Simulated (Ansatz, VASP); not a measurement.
MgO in VASP and in Ansatz

```
Mg O
1.0
     0.00000    2.10850    2.10850
     2.10850    0.00000    2.10850
     2.10850    2.10850    0.00000
Mg O
1 1
Direct
  0.00000 0.00000 0.00000
  0.50000 0.50000 0.50000
```

Alike in both runs: task single point; functional LDA; k mesh 8 × 8 × 8; occupations fermi-dirac, width 0.02 eV; no spin polarisation.

|  | VASP | Ansatz |
| --- | --- | --- |
| version | VASP 6.6.1 | Ansatz 0.2.0 |
| potentials or method | VASP PAW LDA potentials, release 64 (Mg, O), cutoff 600 eV | plane waves, PAW |
| valence electrons in the cell | 8 | 16 |

```csv
,VASP,Ansatz,Ansatz less VASP
pressure (GPa),-8.5,-6.5,+1.98
```

LDA's correlation is that of Perdew and Zunger in VASP and of Perdew and Wang (1992) in Ansatz. VASP's potentials hold 8 valence electrons a cell and Ansatz's 16, so a difference there can come from the potentials and not from the codes.
